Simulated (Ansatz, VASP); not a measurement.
**One calculation of HfO2, two programs**

POSCAR

```
HfO2
1.0
    2.5291609878     -2.5291609878      0.0000000000
    2.5291609878      0.0000000000     -2.5291609878
    5.0583219756      5.0583219756      5.0583219756
Hf O
3 6
Direct
    0.0000000000      0.0000000000      0.0000000000
    0.3333333333      0.3333333333      0.6666666667
    0.6666666667      0.6666666667      0.3333333333
    0.6666666667      0.6666666667      0.5833333333
    1.0000000000      0.0000000000      0.2500000000
    0.3333333333      0.3333333333      0.9166666667
    0.6666666667      0.6666666667      0.0833333333
    1.0000000000      0.0000000000      0.7500000000
    0.3333333333      0.3333333333      0.4166666667
```

File INCAR.step1:

```
SYSTEM = HfO2
PREC     = Accurate       ! precision mode
ENCUT    = 520            ! plane-wave cutoff, eV
ISMEAR   = 0              ! smearing method
SIGMA    = 0.05           ! smearing width, eV
LREAL    = .FALSE.        ! projectors in reciprocal space
LASPH    = .TRUE.         ! aspherical terms in the spheres
NELM     = 100            ! most SCF steps
NBANDS   = 43             ! bands
GGA      = PE             ! functional
ALGO     = Normal         ! electronic algorithm
EDIFF    = 1E-4           ! SCF threshold, eV
LWAVE    = .TRUE.         ! write WAVECAR
LCHARG   = .FALSE.        ! write CHGCAR
```

The input INCAR.step2:

```
SYSTEM = HfO2
PREC     = Accurate       ! precision mode
ENCUT    = 520            ! plane-wave cutoff, eV
EDIFF    = 1E-7           ! SCF threshold, eV
ISMEAR   = 0              ! smearing method
SIGMA    = 0.05           ! smearing width, eV
LREAL    = .FALSE.        ! projectors in reciprocal space
LASPH    = .TRUE.         ! aspherical terms in the spheres
NELM     = 100            ! most SCF steps
ALGO     = Normal         ! electronic algorithm
ISIF     = 2              ! what is computed and relaxed
LWAVE    = .FALSE.        ! write WAVECAR
LCHARG   = .FALSE.        ! write CHGCAR
METAGGA  = R2SCAN         ! meta-GGA
LMIXTAU  = .TRUE.       
NBANDS   = 43             ! bands
ISTART   = 1
```

Contents of KPOINTS:

```
regular mesh
0
G
  7 7 3
  0 0 0
```

Input for Ansatz:

```yaml
crystal:
  lattice:
    - [2.5291609878, -2.5291609878, 0.0]
    - [2.5291609878, 0.0, -2.5291609878]
    - [5.0583219756, 5.0583219756, 5.0583219756]
  atoms:
    - { symbol: Hf, position: [0.0, 0.0, 0.0] }
    - { symbol: Hf, position: [0.3333333333, 0.3333333333, 0.6666666667] }
    - { symbol: Hf, position: [0.6666666667, 0.6666666667, 0.3333333333] }
    - { symbol: O, position: [0.6666666667, 0.6666666667, 0.5833333333] }
    - { symbol: O, position: [1.0, 0.0, 0.25] }
    - { symbol: O, position: [0.3333333333, 0.3333333333, 0.9166666667] }
    - { symbol: O, position: [0.6666666667, 0.6666666667, 0.0833333333] }
    - { symbol: O, position: [1.0, 0.0, 0.75] }
    - { symbol: O, position: [0.3333333333, 0.3333333333, 0.4166666667] }
basis:
  ecutwfc: 500
kpoints:
  mp_grid: { grid: [7, 7, 3] }
hamiltonian:
  xc: r2scan
scf:
  occupations: { method: gaussian, width: 0.05 }
output:
  forces: true
  stress: true
  eigenvalues: true
  write_density: true
  write_potential: true
  elf: true
  volumetric_format: npy
```

Alike in both runs: task single point; functional r2SCAN; k mesh 7 × 7 × 3; occupations gaussian, width 0.05 eV; no spin polarisation.

|  | VASP | Ansatz |
| --- | --- | --- |
| version | VASP 6.6.1 | Ansatz 0.2.0 |
| potentials or method | VASP PAW PBE potentials, release 64 (Hf_pv, O), cutoff 520 eV | scalar-relativistic, plane waves, PAW |
| valence electrons in the cell | 66 | 114 |

```tsv
	VASP	Ansatz	Ansatz less VASP
gap on the k mesh at the Fermi level (eV)	4.49	4.48	-0.011
least direct gap on the mesh (eV)	4.58	4.57	-0.013
pressure (GPa)	-4.0	0.0	+3.99
```

VASP's potentials were made for PBE, not for r2SCAN. VASP's potentials hold 66 valence electrons a cell and Ansatz's 114, so a difference there can come from the potentials and not from the codes.

Neither program's run includes spin-orbit coupling.
